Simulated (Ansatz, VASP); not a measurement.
## One calculation of Ir3C, two programs

File INCAR:

```
  PREC = Accurate
  ENCUT = 520
  EDIFF = 1E-6
  ISMEAR = 0
  SIGMA = 0.1
  LREAL = False
  LASPH = True
  NELM = 150
  ALGO = Normal
  ISIF = 2
  LWAVE = False
  LCHARG = False
  ISPIN = 2
  MAGMOM = 0 0 0 2
  LORBIT = 11
  LMAXMIX = 4
  LDIPOL = True
  IDIPOL = 3
  DIPOL = 0.5 0.5 0.336
  NBANDS = 28
```

Contents of KPOINTS:

```
regular mesh
0
Gamma
  12 12 1
```

File POSCAR:

```
Ir3C
1.0
    2.6946510889      0.0000000000      0.0000000000
   -1.3473255444      2.3336362973      0.0000000000
    0.0000000000      0.0000000000     21.2769546740
Ir C
3 1
Direct
    0.6666666667      0.3333333333      0.1879968286
    0.3333333333      0.6666666667      0.2885049938
    0.0000000000      0.0000000000      0.3890103072
    0.3333333333     -0.3333333333      0.4787787928
```

Input for Ansatz:

```yaml
crystal:
  lattice:
    - [2.6946510889, 0.0, 0.0]
    - [-1.3473255444, 2.3336362973, 0.0]
    - [0.0, 0.0, 21.276954674]
  atoms:
    - { symbol: Ir, position: [0.6666666667, 0.3333333333, 0.1879968286] }
    - { symbol: Ir, position: [0.3333333333, 0.6666666667, 0.2885049938] }
    - { symbol: Ir, position: [0.0, 0.0, 0.3890103072] }
    - { symbol: C, position: [0.3333333333, -0.3333333333, 0.4787787928], spin: 2.0 }
basis:
  ecutwfc: 420
kpoints:
  mp_grid: { grid: [12, 12, 1] }
hamiltonian:
  xc: lda
  pseudopotentials: { kind: paw, azcp: { folder: soft_1 } }
scf:
  occupations: { method: gaussian, width: 0.1 }
output:
  forces: true
  eigenvalues: true
  populations: true
magnetization:
  spin_polarized: true
efield:
  axis: 3
  dipole_correction: true
  ramp_width: 0.04
```

Alike in both runs: task single point; functional LDA; k mesh 12 × 12 × 1; occupations gaussian, width 0.1 eV; collinear spin.

```csv
,VASP,Ansatz
version,VASP 6.6.1,Ansatz 0.2.0
potentials or method,"VASP PAW LDA potentials, release 64 (Ir, C), cutoff 520 eV","scalar-relativistic, plane waves, PAW"
valence electrons in the cell,31,55
```

|  | VASP | Ansatz | Ansatz less VASP |
| --- | --- | --- | --- |
| gap on the k mesh at the Fermi level (eV) | none | none | - |
| rms of the force components (eV/Å) | 1.650 | 1.636 | -0.0138 |
| net moment per atom (μB) | 0.00 | 0.00 | 0.000 |

Ansatz warns that its potentials were made for another functional, while VASP's fit it. LDA's correlation is that of Perdew and Zunger in VASP and of Perdew and Wang (1992) in Ansatz. Atom by atom the forces differ by 0.047 eV/Å (rms over components). A gap of «none» marks a metal or a gap that the smearing closes. VASP's potentials hold 31 valence electrons a cell and Ansatz's 55, so a difference there can come from the potentials and not from the codes. Ansatz's warnings: seeded moment not kept.

Neither program's run includes spin-orbit coupling.
